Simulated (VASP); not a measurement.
Crystal: EuGe2.

```xyz
3
Lattice="4.3583 0.0000 0.0000 -2.1791 3.7744 0.0000 0.0000 0.0000 4.2906" Properties=species:S:1:pos:R:3 pbc="T T T"
Eu    0.0000    0.0000    0.0000
Ge    2.1791    1.2581    2.2128
Ge    0.0000    2.5162    2.0778
```

Base run:

```yaml
Program: VASP 6.6.1
Functional: PBEsol
Potentials_or_basis: VASP PAW PBE potentials, release 64 (Eu, Ge_d)
Cutoff: 520 eV
k_mesh: 6 × 6 × 5
Occupations: fermi-dirac, width 0.15 eV
Spin: collinear spin, ferromagnetic start
Starting_moments: "[9.1, 0.0, 0.0] μB"
```

Its results: pressure -2.3 GPa; net moment 6.86 μB per cell; site moments Eu +6.49; Ge -0.01 μB; largest force 0.024 eV/Å.

**Question.** After a change of settings the same cell gave: pressure -1.4 GPa; net moment 6.88 μB per cell; site moments Eu +6.48; Ge -0.00 μB; largest force 0.292 eV/Å. Which change was it?
A. k mesh from 6 × 6 × 5 to 5 × 5 × 4; further incar settings from ALGO = Normal; EDIFF = 1e-07; NBANDS = 34 to ALGO = Normal; EDIFF = 1e-06; NBANDS = 34
B. k mesh from 6 × 6 × 5 to 3 × 3 × 3; further incar settings from ALGO = Normal; EDIFF = 1e-07; NBANDS = 34 to ALGO = Normal; EDIFF = 1e-06; NBANDS = 34
C. k mesh from 6 × 6 × 5 to 2 × 2 × 2

**Answer.** C.

Caveats: some runs use coarse meshes; the PAW data sets were made with another functional, which shifts forces and pressure a little.
